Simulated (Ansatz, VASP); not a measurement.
# Ag in VASP and in Ansatz

The input POSCAR:

```
Ag
1.0
    1.9517080000      3.3804530000      0.0000000000
   -1.9517080000      3.3804530000      0.0000000000
    0.0000000000     -2.2536350000      3.3895590000
Ag
2
Direct
    0.2340000000      0.2340000000      0.7020000000
    0.7660000000      0.7660000000      0.2980000000
```

Contents of INCAR.step1:

```
SYSTEM = Ag
PREC = Accurate ; ENCUT = 520
ISMEAR = 0 ; SIGMA = 0.0318
LREAL = .False. ; LASPH = .True.
NELM = 100 ; NBANDS = 18
GGA = PE ; ALGO = Normal
EDIFF = 1E-4 ; LWAVE = .True.
LCHARG = .False.
```

The input INCAR.step2:

```
SYSTEM = Ag
PREC = Accurate ; ENCUT = 520
EDIFF = 1E-7 ; ISMEAR = 0
SIGMA = 0.0318 ; LREAL = .False.
LASPH = .True. ; NELM = 100
ALGO = Normal ; ISIF = 2
LWAVE = .False. ; LCHARG = .False.
METAGGA = R2SCAN ; LMIXTAU = .True.
NBANDS = 18 ; ISTART = 1
```

File KPOINTS:

```
regular mesh
0
Gamma
  8 8 8
  0 0 0
```

Input for Ansatz:

```yaml
crystal:
  lattice:
    - [1.951708, 3.380453, 0.0]
    - [-1.951708, 3.380453, 0.0]
    - [0.0, -2.253635, 3.389559]
  atoms:
    - { symbol: Ag, position: [0.234, 0.234, 0.702] }
    - { symbol: Ag, position: [0.766, 0.766, 0.298] }
  symmetry: { tolerance: 0.0003 }
kpoints:
  mp_grid: { grid: [8, 8, 8], shift: [0, 0, 0] }
  band_path:
    path:
      - [0.0, 0.0, 0.0]
      - [0.0, 0.0, 0.5]
      - [0.25965663, -0.25965663, 0.5]
      - [0.25965663, -0.48068675, 0.24034337]
      - [0.5, 0.0, 0.0]
      - [0.0, 0.0, 0.0]
      - [0.37017169, -0.37017169, 0.0]
      - [0.25965663, -0.37017169, 0.37017169]
      - [0.0, -0.5, 0.5]
      - [0.0, 0.0, 0.0]
    npoints: 6
magnetization:
  spin_polarized: false
scf:
  occupations: { method: gaussian, width: 0.0318 }
  lower_state_search: "off"
  max_iter: 200
hamiltonian:
  pseudopotentials: { kind: paw }
  xc: r2scan
basis:
  ecutwfc: 500
  fft_grid_basis: typed
output:
  forces: true
  stress: true
  eigenvalues: true
  bader: true
  populations: true
  elf: true
  write_potential: true
  volumetric_format: npy
  dos:
    e_range: [-12, 8]
    de: 0.05
    projected: { site_lists: { Ag: [Ag] } }
checkpoint:
  read: saved_state
```

Alike in both runs: task single point; functional r2SCAN; k mesh 8 × 8 × 8; occupations gaussian, width 0.0318 eV; no spin polarisation.

|  | VASP | Ansatz |
| --- | --- | --- |
| version | VASP 6.6.1 | Ansatz 0.2.0 |
| potentials or method | VASP PAW PBE potentials, release 64 (Ag), cutoff 520 eV | PAW plane waves |
| valence electrons in the cell | 22 | 38 |

VASP gave:

| Property | Result |
| --- | --- |
| pressure (GPa) | -3.3 |
| traceless stress, the component that is largest in VASP (GPa) | -1.59 |
| rms of the force components (eV/Å) | 0.697 |

Task: Estimate Ansatz's values.

Result: Pressure (GPa): -3.4; traceless stress, the component that is largest in VASP (GPa): -1.58; rms of the force components (eV/Å): 0.687.

VASP's potentials were made for PBE, not for r2SCAN. Atom by atom the forces differ by 0.009 eV/Å (rms over components). The functional is the same, so the differences come from potentials, cutoffs and numerics. VASP's potentials hold 22 valence electrons a cell and Ansatz's 38, so a difference there can come from the potentials and not from the codes. Ansatz's warnings: structure snapped to symmetry.
